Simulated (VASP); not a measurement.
# BAs (F-43m) in VASP: notebook

BAs is run at these levels: PBEsol; tasks: single point.

Program: VASP 6.6.1. These are calculated values, not measurements. Logs are shortened: lines on timing, memory, paths and dates and some standing lists are left out, and cuts for length are marked.

## Step 1: The cell of the first run

Symmetry: F-43m, No. 216, cubic system. The conventional cell has a = 4.703 Å, b = 4.703 Å, c = 4.703 Å, α = 90.00°, β = 90.00°, γ = 90.00°. B (site symmetry -43m) has 4 As at 2.04 Å within 2.7 Å. As (site symmetry -43m) has 4 B at 2.04 Å within 2.7 Å.

## Step 2: Single point, PBEsol (volume scaled by 0.960)

INCAR reads:

```
SYSTEM = BAs
  PREC = Accurate
  ENCUT = 520
  EDIFF = 1E-7
  ISMEAR = 0
  SIGMA = 0.05
  LREAL = .FALSE.
  LASPH = .TRUE.
  NELM = 60
  ALGO = Normal
  ISIF = 2
  LWAVE = .FALSE.
  LCHARG = .FALSE.
  GGA = PS
  NBANDS = 11
```

KPOINTS reads:

```
Automatic mesh
0
G
  12 12 12
  0 0 0
```

POSCAR reads:

```
BAs
1.0
    0.0000000000      2.3517223938      2.3517223938
    2.3517223938      0.0000000000      2.3517223938
    2.3517223938      2.3517223938      0.0000000000
B As
1 1
Direct
    0.0000000000      0.0000000000      0.0000000000
    0.7500000000      0.7500000000      0.7500000000
```

Potentials or basis: VASP PAW PBE potentials, release 64 (B, As).

Run with:

```bash
> cat potpaw_PBE.64/B/POTCAR potpaw_PBE.64/As/POTCAR > POTCAR
> mpirun -np 1 vasp_std > vasp.out
```

OUTCAR:

```text
SYSTEM = BAs
   PREC = Accurate
   ENCUT = 520
   EDIFF = 1E-7
   ISMEAR = 0
   LREAL = .FALSE.
   LASPH = .TRUE.
   NELM = 60
   ISIF = 2
   GGA = PS

 ion  position               nearest neighbor table
   1  0.000  0.000  0.000-   2 2.04   2 2.04   2 2.04   2 2.04
   2  0.750  0.750  0.750-   1 2.04   1 2.04   1 2.04   1 2.04

  LATTYP: Found a face centered cubic cell.
 ALAT       =     4.7034447876

  Lattice vectors:

 A1 = (   0.0000000000,   2.3517223938,   2.3517223938)
 A2 = (   2.3517223938,   0.0000000000,   2.3517223938)
 A3 = (   2.3517223938,   2.3517223938,   0.0000000000)

Analysis of symmetry for initial positions (statically):
=====================================================================
 Subroutine PRICEL returns:
 Original cell was already a primitive cell.

 Routine SETGRP: Setting up the symmetry group for a
 face centered cubic supercell.

 Subroutine GETGRP returns: Found 24 space group operations
 (whereof 24 operations were pure point group operations)
 out of a pool of 48 trial point group operations.

The static configuration has the point symmetry T_d .

Analysis of symmetry for dynamics (positions and initial velocities):
=====================================================================
 Subroutine PRICEL returns:
 Original cell was already a primitive cell.

 Routine SETGRP: Setting up the symmetry group for a
 face centered cubic supercell.

 Subroutine GETGRP returns: Found 24 space group operations
 (whereof 24 operations were pure point group operations)
 out of a pool of 48 trial point group operations.

The dynamic configuration has the point symmetry T_d .

 Subroutine INISYM returns: Found 24 space group operations
 (whereof 24 operations are pure point group operations),
 and found     1 'primitive' translations

----------------------------------------------------------------------------------------

                                     Primitive cell

  volume of cell :      26.0129

  direct lattice vectors                    reciprocal lattice vectors
     0.000000000  2.351722394  2.351722394    -0.212610128  0.212610128  0.212610128
     2.351722394  0.000000000  2.351722394     0.212610128 -0.212610128  0.212610128
     2.351722394  2.351722394  0.000000000     0.212610128  0.212610128 -0.212610128

  length of vectors
     3.325837704  3.325837704  3.325837704     0.368251545  0.368251545  0.368251545

  position of ions in fractional coordinates (direct lattice)
     0.000000000  0.000000000  0.000000000
     0.750000000  0.750000000  0.750000000

  ion indices of the primitive-cell ions
   primitive index   ion index
                 1           1
[... 79 lines left out ...]
   ISIF   =      2    stress and relaxation
   ISYM   =      2    0-nonsym 1-usesym 2-fastsym
   POTIM  = 0.5000    time-step for ionic-motion
   TEBEG  =    0.0;   TEEND  =   0.0 temperature during run
   PSTRESS=    0.0 pullay stress
   NELECT =       8.0000    total number of electrons
   NUPDOWN=      -1.0000    fix difference up-down
   EMIN   =  10.00;   EMAX   =-10.00  energy-range for DOS
   EFERMI =   0.00;   METHOD = LEGACY
   ISMEAR =     0;   SIGMA  =   0.05  broadening in eV -4-tet -1-fermi 0-gaus
   EFERMI_NEDOS =   21; number of points for ismear=-14 and -15
   IALGO  =     38    algorithm
   IMIX   =      4    mixing-type and parameters
     AMIX     =   0.40;   BMIX     =  1.00
     AMIX_MAG =   1.60;   BMIX_MAG =  1.00
  volume/ion in A,a.u.               =      13.01        87.77
  Fermi-wavevector in a.u.,A,eV,Ry     =   1.105033  2.088211 16.614061  1.221099
  Thomas-Fermi vector in A             =   2.241515
   LORBIT       =      0    0 simple, 1 ext, 2 COOP (PROOUT), +10 PAW based schemes
   GGA     = PS    functional components
   LHFCALC =     F    Hartree Fock is set to
   AEXX    =    0.0000 exact exchange contribution
   IVDW    =     0    specifies the selected vdW correction
   LEPSILON=     F    determine dielectric tensor
   LRPA    =     F    only Hartree local field effects (RPA)
 non-spin polarized calculation
 Gauss-broadening in eV      SIGMA  =   0.05
  energy-cutoff  :      520.00
  volume of cell :       26.01
 maximum number of plane-waves:       725
 NGX is ok and might be reduce to    28
   NGX = 13   NGY = 13   NGZ = 13

 number of electron       8.0000000 magnetization

 Free energy of the ion-electron system (eV)
  ---------------------------------------------------
  ext. energy  EPLUGINS =         0.00000000
  ---------------------------------------------------
  free energy    TOTEN  =       -12.17659829 eV

  energy without entropy =      -12.17659829  energy(sigma->0) =      -12.17659829

 E-fermi :   6.8368     XC(G=0): -10.9300

 val. band max:        6.5669849997   @ k =   0.0000   0.0000   0.0000
 cond. band min:       7.5995796934   @ k =   0.4167   0.4167   0.0000
 fundamental gap:      1.0325946937
 Fermi energy:         6.8367844566

 k-point     1 :       0.0000    0.0000    0.0000
  band No.  band energies     occupation
      1      -9.3045      2.00000
      2       6.5670      2.00000
      3       6.5670      2.00000
      4       6.5670      2.00000
      5       9.8666      0.00000
      6       9.8666      0.00000
      7       9.8666      0.00000
      8      11.8472      0.00000
      9      16.1493      0.00000
     10      19.6923      0.00000
     11      19.6923      0.00000
[... 309 lines left out ...]
 k-point    24 :      -0.4167    0.1667    0.0000
  band No.  band energies     occupation
      1      -5.9370      2.00000
      2      -2.1852      2.00000
      3       2.4345      2.00000
      4       4.0991      2.00000
      5       9.8166      0.00000
      6      12.2628      0.00000
      7      12.6857      0.00000
      8      15.9781      0.00000
      9      18.2775      0.00000
     10      19.6399      0.00000
     11      21.2510      0.00000

 [... further k-points ...]
[... 5 lines left out ...]
  --------------------------------------------------------------------------------------
  -------------------------------------------------------------------------------------
  Total        1.1824498      1.1824498      1.1824498     -0.0000000      0.0000000      0.0000000
  in kB       72.8291302     72.8291302     72.8291302     -0.0000000      0.0000000      0.0000000
  external PRESSURE =      72.8291302 kB  Pullay stress =       0.0000000 kB

 VOLUME and BASIS-vectors are now :
 -----------------------------------------------------------------------------
  energy-cutoff  :      520.00
  volume of cell :       26.01
      direct lattice vectors                 reciprocal lattice vectors
     0.000000000  2.351722394  2.351722394    -0.212610128  0.212610128  0.212610128
     2.351722394  0.000000000  2.351722394     0.212610128 -0.212610128  0.212610128
     2.351722394  2.351722394  0.000000000     0.212610128  0.212610128 -0.212610128

 POSITION                                       TOTAL-FORCE (eV/Angst)
 -----------------------------------------------------------------------------------
      0.00000      0.00000      0.00000        -0.000000     -0.000000     -0.000000
      3.52758      3.52758      3.52758         0.000000      0.000000      0.000000
 -----------------------------------------------------------------------------------
    total drift:                                0.000000      0.000000      0.000000

  FREE ENERGIE OF THE ION-ELECTRON SYSTEM (eV)
  ---------------------------------------------------
  free  energy   TOTEN  =       -12.1765982934 eV

  energy  without entropy=      -12.1765982934  energy(sigma->0) =      -12.17659829
```

stdout:

```text
POSCAR found type information on POSCAR B As
 POSCAR found :  2 types and       2 ions
 scaLAPACK will be used
 -----------------------------------------------------------------------------
|                                                                             |
|                                                                             |
|     You enforced a specific xc type in the INCAR file but a different       |
|     I HOPE YOU KNOW WHAT YOU ARE DOING!                                     |
|                                                                             |
 -----------------------------------------------------------------------------

 LDA part: xc-table for (Slater+PW92), standard interpolation
 POSCAR, INCAR and KPOINTS ok, starting setup
 FFT: planning ... GRIDC
 FFT: planning ... GRID_SOFT
 FFT: planning ... GRID
 WAVECAR not read
 entering main loop
```

Wall time 10 s (1 thread of Intel Xeon 6975P-C (Granite Rapids), shared host); peak memory 0.16 GiB.

What came out:

| Property | Result |
| --- | --- |
| Free energy | -12.1766 eV |
| Pressure | 7.3 GPa |
| Band gap on the k mesh | 1.03 eV, indirect (least direct gap 3.30 eV) |

Caveat: the cell differs from its parent crystal (volume scaled by 0.960); the PAW data sets were made with another functional, which shifts forces and pressure a little. A k mesh can miss the band edges.

## Step 3: Single point, PBEsol

This run uses another cell than the first one, of 13.57 Å³/atom, 1.043 times its volume.

INCAR reads:

```
PREC = Accurate ; ENCUT = 520
EDIFF = 1E-6 ; ISMEAR = 0
SIGMA = 0.05 ; LREAL = F
LASPH = T ; NELM = 100
ALGO = Normal ; ISIF = 2
LWAVE = F ; LCHARG = F
GGA = PS ; NBANDS = 11
```

KPOINTS reads:

```
regular mesh
0
Gamma
  12 12 12
```

POSCAR reads:

```
BAs
1.0
    0.0000000000      2.3850242018      2.3850242018
    2.3850242018      0.0000000000      2.3850242018
    2.3850242018      2.3850242018      0.0000000000
B As
1 1
Direct
    0.0000000000      0.0000000000      0.0000000000
    0.7500000000      0.7500000000      0.7500000000
```

Potentials or basis: VASP PAW PBE potentials, release 64 (B, As).

Run with:

```bash
> cat potpaw_PBE.64/B/POTCAR potpaw_PBE.64/As/POTCAR > POTCAR
> mpirun -np 1 vasp_std > vasp.out
```

Run time: 9.1 s. Hardware: 1 thread of Intel Xeon 6975P-C (Granite Rapids), shared host; peak memory 0.16 GiB.

Results (log left out):

* Free energy: -12.2039 eV
* Pressure: 0.7 GPa
* Band gap on the k mesh: 1.08 eV, indirect (least direct gap 3.25 eV)

Levels at points of the mesh, in eV from the valence-band top:
```
           k point  band 2  band 3  band 4  band 5  band 6  band 7
(0.00, 0.00, 0.00)    0.00    0.00    0.00    3.25    3.25    3.25
(0.50, 0.00, 0.00)   -8.87   -1.84   -1.84    2.68    4.73    4.73
(0.50, 0.50, 0.00)   -8.56   -4.12   -4.12    1.31    1.33   11.39
```

Caveat: the PAW data sets were made with another functional, which shifts forces and pressure a little. A k mesh can miss the band edges.

## Step 4: Single point, PBEsol

This run uses another cell than the first one, of 13.55 Å³/atom, 1.042 times its volume.

INCAR reads:

```
ALGO = Normal
EDIFF = 1E-6
ENCUT = 520
GGA = PS
ISIF = 2
ISMEAR = 0
LASPH = T
LCHARG = F
LREAL = F
LWAVE = F
NBANDS = 11
NELM = 60
PREC = Accurate
SIGMA = 0.05
```

KPOINTS reads:

```
k-points
0
Gamma
  12 12 12
```

POSCAR reads:

```
BAs
1.0
    0.0000000000      2.3839417728      2.3839417728
    2.3839417728      0.0000000000      2.3839417728
    2.3839417728      2.3839417728      0.0000000000
B As
1 1
Direct
    0.0000000000      0.0000000000      0.0000000000
    0.7500000000      0.7500000000      0.7500000000
```

Run with:

```bash
> cat potpaw_PBE.64/B/POTCAR potpaw_PBE.64/As/POTCAR > POTCAR
> mpirun -np 1 vasp_std > vasp.out
```

Wall time 9.2 s (1 thread of Intel Xeon 6975P-C (Granite Rapids), shared host); peak memory 0.17 GiB.

It converged, with:

- Free energy: -12.2037 eV
- Pressure: 0.9 GPa
- Band gap on the k mesh: 1.08 eV, indirect (least direct gap 3.25 eV)

Levels at points of the mesh, in eV from the valence-band top:
| k point | band 2 | band 3 | band 4 | band 5 | band 6 | band 7 |
| --- | --- | --- | --- | --- | --- | --- |
| (0.00, 0.00, 0.00) | 0.00 | 0.00 | 0.00 | 3.25 | 3.25 | 3.25 |
| (0.50, 0.00, 0.00) | -8.88 | -1.84 | -1.84 | 2.69 | 4.73 | 4.73 |
| (0.50, 0.50, 0.00) | -8.57 | -4.13 | -4.13 | 1.31 | 1.33 | 11.40 |

Caveat: the PAW data sets were made with another functional, which shifts forces and pressure a little.

## Step 5: Single point, PBEsol (volume scaled by 0.980)

INCAR reads:

```
SYSTEM = BAs
PREC = Accurate ; ENCUT = 520
EDIFF = 1E-6 ; ISMEAR = 0
SIGMA = 0.05 ; LREAL = .FALSE.
LASPH = .TRUE. ; NELM = 100
ALGO = Normal ; ISIF = 2
LWAVE = .FALSE. ; LCHARG = .FALSE.
GGA = PS ; NBANDS = 11
```

KPOINTS reads:

```
regular mesh
0
G
  12 12 12
  0 0 0
```

POSCAR reads:

```
BAs
1.0
    0.0000000000      2.3679416815      2.3679416815
    2.3679416815      0.0000000000      2.3679416815
    2.3679416815      2.3679416815      0.0000000000
B As
1 1
Direct
    0.0000000000      0.0000000000      0.0000000000
    0.7500000000      0.7500000000      0.7500000000
```

Run with:

```bash
> cat potpaw_PBE.64/B/POTCAR potpaw_PBE.64/As/POTCAR > POTCAR
> mpirun -np 1 vasp_std > vasp.out
```

Run time: 9.1 s. Hardware: 1 thread of Intel Xeon 6975P-C (Granite Rapids), shared host; peak memory 0.16 GiB.

Results (log left out):

```
Free energy            : -12.1956 eV
Pressure               : 3.9 GPa
Band gap on the k mesh : 1.05 eV, indirect (least direct gap 3.27 eV)
```

Levels at points of the mesh, in eV from the valence-band top:
```tsv
k point	band 2	band 3	band 4	band 5	band 6	band 7
(0.00, 0.00, 0.00)	0.00	0.00	0.00	3.27	3.27	3.27
(0.50, 0.00, 0.00)	-9.03	-1.87	-1.87	2.81	4.76	4.76
(0.50, 0.50, 0.00)	-8.68	-4.22	-4.22	1.29	1.31	11.59
```

Caveat: the cell differs from its parent crystal (volume scaled by 0.980); the PAW data sets were made with another functional, which shifts forces and pressure a little. A k mesh can miss the band edges.

## Step 6: Single point, PBEsol (volume scaled by 1.020)

INCAR reads:

```
SYSTEM = BAs
  ALGO = Normal
  EDIFF = 1E-7
  ENCUT = 520
  GGA = PS
  ISIF = 2
  ISMEAR = 0
  LASPH = .True.
  LCHARG = .False.
  LREAL = .False.
  LWAVE = .False.
  NBANDS = 11
  NELM = 100
  PREC = Accurate
  SIGMA = 0.05
```

KPOINTS reads:

```
k-points
0
Gamma
  12 12 12
  0 0 0
```

POSCAR reads:

```
BAs
1.0
    0.0000000000      2.3997299268      2.3997299268
    2.3997299268      0.0000000000      2.3997299268
    2.3997299268      2.3997299268      0.0000000000
B As
1 1
Direct
    0.0000000000      0.0000000000      0.0000000000
    0.7500000000      0.7500000000      0.7500000000
```

Potentials or basis: VASP PAW PBE potentials, release 64 (B, As).

Run with:

```bash
> cat potpaw_PBE.64/B/POTCAR potpaw_PBE.64/As/POTCAR > POTCAR
> mpirun -np 1 vasp_std > vasp.out
```

Wall time 10 s (1 thread of Intel Xeon 6975P-C (Granite Rapids), shared host); peak memory 0.17 GiB.

Results (log left out):

- Free energy: -12.2021 eV
- Pressure: -1.9 GPa
- Band gap on the k mesh: 1.10 eV, indirect (least direct gap 3.22 eV)

Levels at points of the mesh, in eV from the valence-band top:
```tsv
k point	band 1	band 2	band 3	band 4	band 5	band 6	band 7	band 8
(0.00, 0.00, 0.00)	-15.31	0.00	0.00	0.00	3.22	3.22	3.22	4.50
(0.50, 0.00, 0.00)	-12.48	-8.73	-1.81	-1.81	2.57	4.71	4.71	8.68
(0.50, 0.50, 0.00)	-11.19	-8.45	-4.05	-4.05	1.33	1.36	11.21	11.21
```

Caveat: the cell differs from its parent crystal (volume scaled by 1.020); the PAW data sets were made with another functional, which shifts forces and pressure a little.

## Step 7: Overview

```csv
cell,gap on the mesh (eV),pressure (GPa)
"a = 3.326 Å, angles 60.0°, 2 atoms",1.03,7.3
"a = 3.373 Å, angles 60.0°, 2 atoms",1.08,0.7
"a = 3.371 Å, angles 60.0°, 2 atoms",1.08,0.9
"a = 3.349 Å, angles 60.0°, 2 atoms",1.05,3.9
"a = 3.394 Å, angles 60.0°, 2 atoms",1.10,-1.9
```

Alike in all rows: task single point; level PBEsol; potentials or basis VASP PAW PBE potentials, release 64 (B, As); no spin polarisation; k mesh 12 × 12 × 12; cutoff (eV) 520; smearing gaussian 0.05 eV.

Caveats: the PAW data sets were made with another functional, which shifts forces and pressure a little.

Absolute energies hang on the potentials; compare differences alone.
